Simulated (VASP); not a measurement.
# Sb2Rh3Au3 (R-3m) in VASP: notebook

The runs below take Sb2Rh3Au3 through single point, relaxation of cell and atoms, with PBEsol.

Everything below comes from runs of VASP 6.6.1. Logs are shortened: lines on timing, memory, paths and dates and some standing lists are left out, and cuts for length are marked.

### Step 1. The cell of the first run

The structure is trigonal, space group R-3m (No. 166). The conventional cell has a = 5.196 Å, b = 5.196 Å, c = 18.697 Å, α = 90.00°, β = 90.00°, γ = 120.00°. Rh (site symmetry -3m) has 6 Sb at 3.09 Å and 6 Au at 3.46 Å and 6 Rh at 3.47 Å within 4.1 Å. Within 3.3 Å of Rh (site symmetry 3m) lie 4 Sb at 2.48 to 3.16 Å and 1 Rh at 2.75 Å and 6 Au at 2.94 Å. Within 3.5 Å of Au (site symmetry 2/m) lie 4 Au at 2.60 Å and 2 Sb at 2.81 Å and 6 Rh at 2.94 to 3.46 Å. Within 3.4 Å of Sb (site symmetry 3m) lie 7 Rh at 2.48 to 3.16 Å and 3 Au at 2.81 Å and 3 Sb at 3.35 Å.

### Step 2. Single point, PBEsol

File INCAR:

```
SYSTEM = Sb2Rh3Au3
PREC     = Accurate       ! precision mode
ENCUT    = 520            ! plane-wave cutoff, eV
EDIFF    = 1E-6           ! SCF threshold, eV
ISMEAR   = 0              ! smearing method
SIGMA    = 0.0214         ! smearing width, eV
LREAL    = .FALSE.        ! projectors in reciprocal space
LASPH    = .TRUE.         ! aspherical terms in the spheres
NELM     = 100            ! most SCF steps
ALGO     = Normal         ! electronic algorithm
ISIF     = 2              ! what is computed and relaxed
LWAVE    = .FALSE.        ! write WAVECAR
LCHARG   = .FALSE.        ! write CHGCAR
GGA      = PS             ! functional
NBANDS   = 54             ! bands
```

File KPOINTS:

```
regular mesh
0
G
  4 4 4
  0 0 0
```

File POSCAR:

```
Sb2Rh3Au3
1.0
    2.5980260764      4.4999131638      0.0000010931
   -2.5980260764      4.4999131638      0.0000010931
   -2.5980260764      1.4999695407      6.2322691586
Rh Au Sb
3 3 2
Direct
    0.5000000000      0.0000000000      0.5000000000
    0.0736157037      0.8527685927      0.2208471110
    0.9263842963      0.1472314073      0.7791528890
    0.5000000000      0.5000000000      0.0000000000
    0.0000000000      0.5000000000      0.0000000000
    0.5000000000      0.0000000000      0.0000000000
    0.2064179963      0.5871640075      0.6192539888
    0.7935820037      0.4128359925      0.3807460112
```

Potentials or basis: VASP PAW PBE potentials, release 64 (Rh_pv, Au, Sb).

Launch:

```sh
$ cat potpaw_PBE.64/Rh_pv/POTCAR potpaw_PBE.64/Au/POTCAR potpaw_PBE.64/Sb/POTCAR > POTCAR
$ mpirun -np 1 vasp_std > vasp.out
```

OUTCAR:

```text
SYSTEM = Sb2Rh3Au3
   PREC = Accurate
   ENCUT = 520
   EDIFF = 1E-6
   ISMEAR = 0
   LREAL = .FALSE.
   LASPH = .TRUE.
   NELM = 100
   ISIF = 2
   GGA = PS

 ion  position               nearest neighbor table
   1  0.500  0.000  0.500-   7 3.09   8 3.09   7 3.09   7 3.09   8 3.09   8 3.09   5 3.46   6 3.46
                             6 3.46   5 3.46   4 3.46   4 3.46
   2  0.074  0.853  0.221-   7 2.48   3 2.75   5 2.94   6 2.94   4 2.94   4 2.94   5 2.94   6 2.94
                             8 3.16   8 3.16   8 3.16
   3  0.926  0.147  0.779-   8 2.48   2 2.75   5 2.94   6 2.94   4 2.94   4 2.94   5 2.94   6 2.94
                             7 3.16   7 3.16   7 3.16
   4  0.500  0.500  0.000-   5 2.60   6 2.60   6 2.60   5 2.60   7 2.81   8 2.81   2 2.94   2 2.94
                             3 2.94   3 2.94   1 3.46   1 3.46
   5  0.000  0.500  0.000-   6 2.60   6 2.60   4 2.60   4 2.60   8 2.81   7 2.81   2 2.94   3 2.94
                             3 2.94   2 2.94   1 3.46   1 3.46
   6  0.500  0.000  0.000-   5 2.60   5 2.60   4 2.60   4 2.60   8 2.81   7 2.81   3 2.94   2 2.94
                             3 2.94   2 2.94   1 3.46   1 3.46
   7  0.206  0.587  0.619-   2 2.48   4 2.81   5 2.81   6 2.81   1 3.09   1 3.09   1 3.09   3 3.16
                             3 3.16   3 3.16   8 3.35   8 3.35   8 3.35
   8  0.794  0.413  0.381-   3 2.48   4 2.81   6 2.81   5 2.81   1 3.09   1 3.09   1 3.09   2 3.16
                             2 3.16   2 3.16   7 3.35   7 3.35   7 3.35

  LATTYP: Found a trigonal (rhomboedric) cell.
 ALAT       =     6.9167063681
 COS(alpha) =     0.7178251331

  Lattice vectors:

 A1 = (  -2.5980260764,   1.4999695407,   6.2322691586)
 A2 = (   0.0000000000,  -2.9999436231,   6.2322680655)
 A3 = (   2.5980260764,   1.4999695407,   6.2322691586)

Analysis of symmetry for initial positions (statically):
=====================================================================
 Subroutine PRICEL returns:
 Original cell was already a primitive cell.

 Routine SETGRP: Setting up the symmetry group for a
 trigonal (rhombohedral) supercell.

 Subroutine GETGRP returns: Found 12 space group operations
 (whereof 12 operations were pure point group operations)
 out of a pool of 12 trial point group operations.

The static configuration has the point symmetry D_3d.

Analysis of symmetry for dynamics (positions and initial velocities):
=====================================================================
 Subroutine PRICEL returns:
 Original cell was already a primitive cell.

 Routine SETGRP: Setting up the symmetry group for a
 trigonal (rhombohedral) supercell.

 Subroutine GETGRP returns: Found 12 space group operations
 (whereof 12 operations were pure point group operations)
 out of a pool of 12 trial point group operations.

The dynamic configuration has the point symmetry D_3d.

 Subroutine INISYM returns: Found 12 space group operations
 (whereof 12 operations are pure point group operations),
 and found     1 'primitive' translations

----------------------------------------------------------------------------------------

                                     Primitive cell

  volume of cell :     145.7216

  direct lattice vectors                    reciprocal lattice vectors
     2.598026076  4.499913164  0.000001093     0.192453804  0.111113242  0.053485097
    -2.598026076  4.499913164  0.000001093    -0.192453804  0.111113281 -0.106970113
    -2.598026076  1.499969541  6.232269159     0.000000000 -0.000000039  0.160455210

  length of vectors
     5.196052153  5.196052153  6.916706368     0.228572253  0.246631776  0.160455210

  position of ions in fractional coordinates (direct lattice)
     0.500000000  0.000000000  0.500000000
     0.073615704  0.852768593  0.220847111
     0.926384296  0.147231407  0.779152889
     0.500000000  0.500000000  1.000000000
     0.000000000  0.500000000  1.000000000
     0.500000000  0.000000000  1.000000000
     0.206417996  0.587164008  0.619253989
     0.793582004  0.412835992  0.380746011

  ion indices of the primitive-cell ions
   primitive index   ion index
                 1           1
                 2           2
                 3           3
                 4           4
                 5           5
                 6           6
                 7           7
                 8           8

----------------------------------------------------------------------------------------

 KPOINTS: regular mesh

Automatic generation of k-mesh.
 Grid dimensions read from file:
 generate k-points for:    4    4    4

 Generating k-lattice:

  Cartesian coordinates                     Fractional coordinates (reciprocal lattice)
     0.048113451  0.027778311  0.013371274     0.250000000  0.000000000  0.000000000
    -0.048113451  0.027778320 -0.026742528     0.000000000  0.250000000  0.000000000
     0.000000000 -0.000000010  0.040113803    -0.000000000 -0.000000000  0.250000000

  Length of vectors
     0.057143063  0.061657944  0.040113803

  Shift w.r.t. Gamma in fractional coordinates (k-lattice)
     0.000000000  0.000000000  0.000000000

 Subroutine IBZKPT returns following result:
 ===========================================

 Found     13 irreducible k-points:

 Following reciprocal coordinates:
            Coordinates               Weight
  0.000000  0.000000  0.000000      1.000000
  0.250000  0.000000 -0.000000      6.000000
  0.500000  0.000000 -0.000000      3.000000
 -0.000000  0.250000  0.000000      6.000000
  0.500000  0.250000 -0.000000      6.000000
 -0.250000  0.250000  0.000000     12.000000
 -0.000000  0.500000  0.000000      3.000000
  0.000000  0.000000  0.250000      2.000000
  0.250000  0.000000  0.250000      6.000000
  0.500000  0.000000  0.250000      6.000000
 -0.250000  0.500000  0.250000      6.000000
  0.000000 -0.250000  0.250000      6.000000
  0.000000  0.000000  0.500000      1.000000
   k-points           NKPTS =     13   k-points in BZ     NKDIM =     13   number of bands    NBANDS=     54
   number of dos      NEDOS =    301   number of ions     NIONS =      8
   total plane-waves  NPLWV =  86400
   dimension x,y,z NGX =    40 NGY =   40 NGZ =   54
   dimension x,y,z NGXF=    80 NGYF=   80 NGZF=  108
   ions per type =               3   3   2
   NGX,Y,Z   is equivalent  to a cutoff of  12.80, 12.80, 12.98 a.u.
   NGXF,Y,Z  is equivalent  to a cutoff of  25.60, 25.60, 25.96 a.u.
 SYSTEM =  Sb2Rh3Au3
   PREC   = accura    normal or accurate (medium, high low for compatibility)
   ISTART =      0    job   : 0-new  1-cont  2-samecut
   ICHARG =      2    charge: 1-file 2-atom 10-const
   ISPIN  =      1    spin polarized calculation?
   LNONCOLLINEAR =      F non collinear calculations
   LSORBIT =      F    spin-orbit coupling
   LASPH  =      T    aspherical Exc in radial PAW
   ENCUT  =  520.0 eV  38.22 Ry    6.18 a.u.   9.66  9.66 12.86*2*pi/ulx,y,z
   NELM   =    100;   NELMIN=  2; NELMDL= -5     # of ELM steps
   EDIFF  = 0.1E-05   stopping-criterion for ELM
   LREAL  =      F    real-space projection
   EDIFFG = 0.1E-04   stopping-criterion for IOM
   NSW    =      0    number of steps for IOM
   IBRION =     -1    ionic relax: 0-MD 1-quasi-New 2-CG
   NFREE  =      0    steps in history (QN), initial steepest desc. (CG)
   ISIF   =      2    stress and relaxation
   ISYM   =      2    0-nonsym 1-usesym 2-fastsym
   POTIM  = 0.5000    time-step for ionic-motion
   TEBEG  =    0.0;   TEEND  =   0.0 temperature during run
   PSTRESS=    0.0 pullay stress
   NELECT =      88.0000    total number of electrons
   NUPDOWN=      -1.0000    fix difference up-down
   EMIN   =  10.00;   EMAX   =-10.00  energy-range for DOS
   EFERMI =   0.00;   METHOD = LEGACY
   ISMEAR =     0;   SIGMA  =   0.02  broadening in eV -4-tet -1-fermi 0-gaus
   EFERMI_NEDOS =   21; number of points for ismear=-14 and -15
   IALGO  =     38    algorithm
   IMIX   =      4    mixing-type and parameters
     AMIX     =   0.40;   BMIX     =  1.00
     AMIX_MAG =   1.60;   BMIX_MAG =  1.00
  volume/ion in A,a.u.               =      18.22       122.92
  Fermi-wavevector in a.u.,A,eV,Ry     =   1.383761  2.614929 26.052365  1.914795
  Thomas-Fermi vector in A             =   2.508329
   LORBIT       =      0    0 simple, 1 ext, 2 COOP (PROOUT), +10 PAW based schemes
   GGA     = PS    functional components
   LHFCALC =     F    Hartree Fock is set to
   AEXX    =    0.0000 exact exchange contribution
   IVDW    =     0    specifies the selected vdW correction
   LEPSILON=     F    determine dielectric tensor
   LRPA    =     F    only Hartree local field effects (RPA)
 non-spin polarized calculation
 Gauss-broadening in eV      SIGMA  =   0.02
  energy-cutoff  :      520.00
  volume of cell :      145.72
 maximum number of plane-waves:      3984
 NGX is ok and might be reduce to    40
   NGX = 19   NGY = 19   NGZ = 25

 number of electron      88.0000012 magnetization

 Free energy of the ion-electron system (eV)
  ---------------------------------------------------
  ext. energy  EPLUGINS =         0.00000000
  ---------------------------------------------------
  free energy    TOTEN  =       -42.52517836 eV

  energy without entropy =      -42.52013619  energy(sigma->0) =      -42.52265728

 E-fermi :   9.5362     XC(G=0): -12.3208

 val. band max:        9.5327230649   @ k =   0.5000   0.0000   0.2500
 cond. band min:       9.5455891049   @ k =   0.2500   0.0000  -0.0000
 fundamental gap:      0.0128660401
 Fermi energy:         9.5361628796

 k-point     1 :       0.0000    0.0000    0.0000
  band No.  band energies     occupation
      1     -36.3459      2.00000
      2     -36.1912      2.00000
      3     -36.0634      2.00000
      4     -36.0634      2.00000
      5     -36.0480      2.00000
      6     -36.0480      2.00000
[... 46 lines left out ...]
     53      14.6931      0.00000
     54      14.6931      0.00000
[... 682 lines left out ...]
     53      14.2395      0.00000
     54      14.6118      0.00000

------------------------ aborting loop because EDIFF is reached ----------------------------------------

  FORCE on cell =-STRESS in cart. coord.  units (eV):
  Direction    XX          YY          ZZ          XY          YZ          ZX
  --------------------------------------------------------------------------------------
  -------------------------------------------------------------------------------------
  Total       -0.1797665     -0.1797665     -0.1557077      0.0000000     -0.0000000      0.0000000
  in kB       -1.9764942     -1.9764942     -1.7119728      0.0000000     -0.0000001      0.0000000
  external PRESSURE =      -1.8883204 kB  Pullay stress =       0.0000000 kB

 VOLUME and BASIS-vectors are now :
 -----------------------------------------------------------------------------
  energy-cutoff  :      520.00
  volume of cell :      145.72
      direct lattice vectors                 reciprocal lattice vectors
     2.598026076  4.499913164  0.000001093     0.192453804  0.111113242  0.053485097
    -2.598026076  4.499913164  0.000001093    -0.192453804  0.111113281 -0.106970113
    -2.598026076  1.499969541  6.232269159     0.000000000 -0.000000039  0.160455210

 POSITION                                       TOTAL-FORCE (eV/Angst)
 -----------------------------------------------------------------------------------
      0.00000      2.99994      3.11614         0.000000     -0.000000     -0.000000
     -2.59803      4.49991      1.37638        -0.000000     -0.000000      0.016731
     -0.00000      5.99988      4.85589         0.000000      0.000000     -0.016731
      0.00000      4.49991      0.00000         0.000000      0.000000     -0.000000
     -1.29901      2.24996      0.00000         0.000000      0.000000     -0.000000
      1.29901      2.24996      0.00000         0.000000      0.000000     -0.000000
     -2.59803      4.49991      3.85936        -0.000000      0.000000     -0.008662
      0.00000      5.99988      2.37291        -0.000000     -0.000000      0.008662
 -----------------------------------------------------------------------------------
    total drift:                                0.000000     -0.000000     -0.000000

  FREE ENERGIE OF THE ION-ELECTRON SYSTEM (eV)
  ---------------------------------------------------
  free  energy   TOTEN  =       -42.5251783610 eV

  energy  without entropy=      -42.5201361947  energy(sigma->0) =      -42.52265728
```

Wall time 3.2 min (1 thread of Intel Xeon Platinum 8259CL at 2.50GHz (Skylake/Cascade Lake), shared host); peak memory 0.34 GiB.

What came out:

* Free energy: -42.5252 eV
* Pressure: -0.2 GPa
* Largest force: 0.017 eV/Å
* Band gap on the k mesh: zero (bands 44 and 45 overlap by 0.86 eV)

Forces on the atoms (eV/Å):
```
Rh   0.000  0.000  0.000
Rh   0.000  0.000  0.017
Rh   0.000  0.000 -0.017
Au   0.000  0.000  0.000
Au   0.000  0.000  0.000
Au   0.000  0.000  0.000
Sb   0.000  0.000 -0.009
Sb   0.000  0.000  0.009
```

Levels at points of the mesh, in eV from the Fermi level:
```csv
k point,band 42,band 43,band 44,band 45,band 46,band 47
"(0.00, 0.00, 0.00)",-0.27,-0.27,0.81,0.86,0.86,1.03
"(0.50, 0.00, 0.00)",-0.82,-0.49,-0.19,0.15,0.32,1.63
"(0.00, 0.50, 0.00)",-0.65,-0.43,-0.29,0.27,0.90,1.32
"(0.00, 0.00, 0.50)",-0.78,-0.77,0.59,0.59,1.43,1.43
```

Caveat: the PAW data sets were made with another functional, which shifts forces and pressure a little; spin-orbit coupling is left out, which moves the levels of the heavy elements.

### Step 3. Relaxation of cell and atoms, PBEsol

This run uses another cell than the first one, of 19.71 Å³/atom.

File INCAR:

```
  PREC = Accurate
  ENCUT = 600
  EDIFF = 1E-7
  ISMEAR = 0
  SIGMA = 0.0214
  LREAL = F
  LASPH = T
  NELM = 100
  ALGO = Normal
  ISIF = 3
  LWAVE = F
  LCHARG = F
  GGA = PS
  IBRION = 2
  NSW = 80
  EDIFFG = -0.03
```

File KPOINTS:

```
regular mesh
0
Gamma
  4 4 4
```

File POSCAR:

```
Sb2Rh3Au3
1.0
    2.7270765700      4.7234338000      0.0000000000
   -2.7270765700      4.7234338000      0.0000000000
   -2.7270765700      1.5744749600      6.1203673900
Rh Au Sb
3 3 2
Direct
    0.5000000000      0.0000000000      0.5000000000
    0.0813000000      0.8374000000      0.2439000000
    0.9187000000      0.1626000000      0.7561000000
    0.5000000000      0.5000000000      0.0000000000
    0.0000000000      0.5000000000      0.0000000000
    0.5000000000      0.0000000000      0.0000000000
    0.2471000000      0.5058000000      0.7413000000
    0.7529000000      0.4942000000      0.2587000000
```

Potentials or basis: VASP PAW PBE potentials, release 64 (Rh_pv, Au, Sb).

Launch:

```sh
$ cat potpaw_PBE.64/Rh_pv/POTCAR potpaw_PBE.64/Au/POTCAR potpaw_PBE.64/Sb/POTCAR > POTCAR
$ mpirun -np 1 vasp_std > vasp.out
```

Run time: 55 min. Hardware: 1 thread of Intel Xeon Platinum 8259CL at 2.50GHz (Skylake/Cascade Lake), shared host; peak memory 0.43 GiB.

It converged, with:

| Property | Result |
| --- | --- |
| Free energy | -42.5295 eV |
| Relaxed volume | 18.18 Å³/atom |
| Relaxed cell | a = 5.188 Å, b = 5.188 Å, c = 6.921 Å, α = 67.99°, β = 90.00°, γ = 60.00° |
| Space group after relaxing (to 0.1 Å) | R-3m (No. 166) |
| Energy gained by relaxing | 1425.0 meV/atom |
| Ionic steps | 21 |
| Pressure after relaxing | 0.1 GPa |
| Largest force after relaxing | 0.022 eV/Å |
| Band gap on the k mesh | zero (bands 44 and 45 overlap by 0.85 eV) |

Forces on the atoms (eV/Å):
```
Rh   0.000  0.000  0.000
Rh   0.000  0.000 -0.003
Rh   0.000  0.000  0.003
Au   0.000  0.000  0.000
Au   0.000  0.000  0.000
Au   0.000  0.000  0.000
Sb   0.000  0.000 -0.022
Sb   0.000  0.000  0.022
```

Stress tensor (GPa, compression positive):
```
 0.19  0.00  0.00
 0.00  0.19  0.00
 0.00  0.00 -0.05
```

The path:
```tsv
step	energy change (eV)	largest force (eV/Å)	pressure (GPa)	volume (Å³)
1	0.0000	19.7568	26.13	157.67
2	-1.6965	0.4159	-17.30	242.21
3	-3.4051	0.4946	-19.16	225.62
4	-4.9636	0.4349	-20.20	211.96
5	-7.7899	2.3238	-16.29	183.56
6	-7.5832	5.8448	-7.80	171.56
7	-7.9232	3.2199	-14.18	179.39
8	-11.1277	1.2287	-0.16	146.63
9	-11.1571	0.8080	2.79	143.81
10	-11.3061	0.5757	0.29	145.52
11	-11.3103	0.5571	-0.10	145.91
12	-11.3316	0.2602	-0.10	145.79
13	-11.3342	0.3370	-0.06	145.73
14	-11.3524	0.3660	0.02	145.56
15	-11.3846	0.4525	0.48	145.03
16	-11.3964	0.1411	-0.63	146.09
17	-11.3969	0.0904	-0.45	145.91
18	-11.3983	0.1277	0.43	145.10
19	-11.3986	0.1170	0.18	145.32
20	-11.4000	0.0507	0.14	145.38
21	-11.4003	0.0218	0.11	145.42
```

Final structure:
```xyz
8
Lattice="2.5939 4.4928 0.0000 -2.5939 4.4928 0.0000 -2.5939 1.4976 6.2390" Properties=species:S:1:pos:R:3 pbc="T T T"
Rh    0.0000    2.9952    3.1195
Rh   -2.5939    4.4928    1.3841
Rh    0.0000    5.9904    4.8550
Au    0.0000    4.4928    0.0000
Au   -1.2970    2.2464    0.0000
Au    1.2970    2.2464    0.0000
Sb   -2.5939    4.4928    3.8670
Sb    0.0000    5.9904    2.3720
```

Levels at points of the mesh, in eV from the Fermi level:
```csv
k point,band 42,band 43,band 44,band 45,band 46,band 47
"(0.00, 0.00, 0.00)",-0.27,-0.27,0.81,0.87,0.87,1.03
"(0.50, 0.00, 0.00)",-0.82,-0.49,-0.19,0.14,0.32,1.64
"(0.00, 0.50, 0.00)",-0.65,-0.44,-0.28,0.28,0.90,1.32
"(0.00, 0.00, 0.50)",-0.78,-0.76,0.60,0.60,1.43,1.43
```

Caveat: the PAW data sets were made with another functional, which shifts forces and pressure a little; spin-orbit coupling is left out, which moves the levels of the heavy elements.
